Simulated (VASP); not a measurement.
Runs of VASP 6.6.1 on TiAl. The structure is cubic, space group Pm-3m (No. 221). The conventional cell has a = 3.018 Å, b = 3.018 Å, c = 3.018 Å, α = 90.00°, β = 90.00°, γ = 90.00°. Within 3.4 Å of Ti (site symmetry m-3m) lie 8 Al at 2.61 Å and 6 Ti at 3.02 Å. Al (site symmetry m-3m) has 8 Ti at 2.61 Å and 6 Al at 3.02 Å within 3.4 Å. 

```csv
smearing,gap on the mesh (eV),pressure (GPa)
gaussian 0.1 eV,none,16.2
gaussian 0.3 eV,none,16.6
gaussian 0.05 eV,none,16.1
gaussian 0.2 eV,none,(a)
```

Alike in all rows: task single point; level LDA; potentials or basis VASP PAW LDA potentials, release 64 (Ti_sv, Al); no spin polarisation; cell as given; k mesh 8 × 8 × 8; cutoff (eV) 520.

**Question.** Estimate the missing entries.

**Answer.** (a) 16.4.

A gap of «none» marks levels without a gap at the run's occupations.
